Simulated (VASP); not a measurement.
## H5C16F: single point with PBE+D3(BJ)

The system is H5C16F, a slab with vacuum.

```
H C F
1.0
     5.04874    0.00000    0.00000
     2.52437    4.37234    0.00000
     0.00000    0.00000   16.67643
H C F
5 16 1
Direct
  0.16667 0.16667 0.05996
  0.66667 0.16667 0.05996
  0.16667 0.66667 0.05996
  0.66667 0.66667 0.05996
  0.06049 0.55018 0.37324
  0.16667 0.16667 0.12593
  0.66667 0.16667 0.12593
  0.16667 0.66667 0.12593
  0.66667 0.66667 0.12593
  0.83333 0.33333 0.15683
  0.33333 0.33333 0.15683
  0.83333 0.83333 0.15683
  0.33333 0.83333 0.15683
  0.83481 0.33476 0.25626
  0.33168 0.33370 0.25546
  0.83375 0.83170 0.25559
  0.33375 0.83383 0.25694
  0.99949 0.00039 0.27037
  0.50052 0.00048 0.27256
  0.00025 0.50019 0.28102
  0.50038 0.49950 0.27018
  0.14490 0.62166 0.41848
```

```json
{"Program": "VASP 6.6.1", "Task": "single point", "Functional": "PBE", "Dispersion": "D3(BJ)", "Potentials or basis": "VASP PAW PBE potentials, release 64 (H, C, F)", "Cutoff": "520 eV", "k mesh": "3 × 3 × 1", "Occupations": "gaussian, width 0.05 eV", "Spin": "no spin polarisation", "Dipole correction": "no", "Further INCAR settings": "LREAL = Auto; ALGO = Normal; EDIFF = 1e-07; NBANDS = 55"}
```

* Largest force: 1.768 eV/Å
* Band gap on the k mesh: zero (bands 38 and 39 overlap by 0.32 eV)
* Dispersion energy per atom: -0.106 eV

Forces in eV/Å, atoms in the order of the input:
```
H    0.011 -0.009 -0.043
H    0.005  0.003 -0.146
H    0.015  0.011 -0.123
H   -0.001  0.015 -0.048
H   -0.104 -0.050 -0.124
C   -0.002  0.084  1.684
C    0.003  0.001  1.541
C   -0.062 -0.035  1.568
C    0.072 -0.043  1.679
C   -0.102 -0.053 -1.577
C    0.118  0.001 -1.426
C    0.057  0.105 -1.414
C   -0.128 -0.085 -1.762
C    0.009  0.000  0.015
C    0.000  0.003 -0.010
C    0.005 -0.007  0.002
C    0.001  0.002  0.008
C    0.007 -0.001 -0.002
C   -0.007 -0.002  0.012
C    0.008  0.002  0.030
C   -0.001  0.006  0.012
F    0.097  0.053  0.123
```

Levels at points of the mesh, in eV from the Fermi level:
```csv
k point,band 35,band 36,band 37,band 38,band 39,band 40,band 41,band 42
"(0.00, 0.00, 0.00)",-2.14,-2.13,-0.44,-0.29,-0.19,0.10,2.36,4.37
```

It took 3.9 min on 1 thread of AMD EPYC 9R45 96-Core Processor (Zen 5), with other jobs on the host, peak memory 0.46 GiB.

Caveat: the k points lie up to 0.48 Å⁻¹ apart.
